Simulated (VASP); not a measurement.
Set up this calculation in VASP 6.6.1, as the native input.

| Property | Result |
| --- | --- |
| Task | single point |
| Functional | r2SCAN |
| Potentials or basis | VASP PAW PBE potentials, release 64 (Te, Pb_d) |
| Cutoff | 520 eV |
| k mesh | 8 × 8 × 8 |
| Occupations | gaussian, width 0.05 eV |
| Spin | no spin polarisation |
| Dipole correction | no |
| Further INCAR settings | ALGO = Normal; EDIFF = 1e-06; NBANDS = 17 |

Crystal: TePb.

```
Te Pb
1.0
     0.00000    3.22700    3.22700
     3.22700    0.00000    3.22700
     3.22700    3.22700    0.00000
Te Pb
1 1
Direct
  0.49178 0.50000 0.50000
  0.00000 0.00000 0.00000
```

The input as run:

POSCAR

```
TePb
1.0
    0.0000000000      3.2270000000      3.2270000000
    3.2270000000      0.0000000000      3.2270000000
    3.2270000000      3.2270000000      0.0000000000
Te Pb
1 1
Direct
    0.4917829240      0.5000000000      0.5000000000
    0.0000000000      0.0000000000      0.0000000000
```

INCAR.step1

```
SYSTEM = TePb
PREC = Accurate ; ENCUT = 520
ISMEAR = 0 ; SIGMA = 0.05
LREAL = .False. ; LASPH = .True.
NELM = 80 ; NBANDS = 17
GGA = PE ; ALGO = Normal
EDIFF = 1E-4 ; LWAVE = .True.
LCHARG = .False.
```

INCAR.step2

```
SYSTEM = TePb
PREC = Accurate ; ENCUT = 520
EDIFF = 1E-6 ; ISMEAR = 0
SIGMA = 0.05 ; LREAL = .False.
LASPH = .True. ; NELM = 80
ALGO = Normal ; ISIF = 2
LWAVE = .False. ; LCHARG = .False.
METAGGA = R2SCAN ; LMIXTAU = .True.
NBANDS = 17 ; ISTART = 1
```

KPOINTS

```
regular mesh
0
Gamma
  8 8 8
  0 0 0
```

Potentials or basis: VASP PAW PBE potentials, release 64 (Te, Pb_d).

Run with:

```sh
$ cat potpaw_PBE.64/Te/POTCAR potpaw_PBE.64/Pb_d/POTCAR > POTCAR
$ cp INCAR.step1 INCAR
$ mpirun -np 1 vasp_std > vasp.out
$ cp INCAR.step2 INCAR
$ mpirun -np 1 vasp_std > vasp.out
```

Results of the run:

The pressure is 1.7 GPa and the largest force is 0.018 eV/Å. The band gap on the k mesh is 1.01 eV.

Caveat: the PAW data sets were made with another functional, which shifts forces and pressure a little; spin-orbit coupling is left out, which moves the levels of the heavy elements.

It took 3.3 min on 1 thread of AMD EPYC 9R45 96-Core Processor (Zen 5) (shared host), peak memory 0.26 GiB.
